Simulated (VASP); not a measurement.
Here is a VASP 6.6.1 calculation.

Contents of INCAR:

```
SYSTEM = AlNi3
ALGO = Normal
EDIFF = 1E-6
ENCUT = 520
GGA = PS
ISIF = 2
ISMEAR = 1
LASPH = .TRUE.
LCHARG = .FALSE.
LREAL = .FALSE.
LWAVE = .FALSE.
NBANDS = 24
NELM = 100
PREC = Accurate
SIGMA = 0.3
```

File KPOINTS:

```
k-points
0
G
  14 14 14
  0 0 0
```

The input POSCAR:

```
AlNi3
1.0
    0.0000000000      2.8018887551      2.8018887551
    2.8018887551      0.0000000000      2.8018887551
    2.8018887551      2.8018887551      0.0000000000
Al Ni
1 3
Direct
    0.5000000000      0.5000000000      0.5000000000
    0.2500000000      0.2500000000      0.2500000000
    0.0000000000      0.0000000000      0.0000000000
    0.7500000000      0.7500000000      0.7500000000
```

Potentials or basis: VASP PAW PBE potentials, release 64 (Al, Ni).

Launch:

```sh
$ cat potpaw_PBE.64/Al/POTCAR potpaw_PBE.64/Ni/POTCAR > POTCAR
$ mpirun -np 1 vasp_std > vasp.out
```

(1) What does it give for the band gap on the k mesh?

(2) What does it give for the pressure?

Answers

(1) zero (an odd number of electrons rules out a gap without spin polarisation).

(2) -0.9 GPa.

Caveat: so wide a smearing shifts energies and pressures; the PAW data sets were made with another functional, which shifts forces and pressure a little.
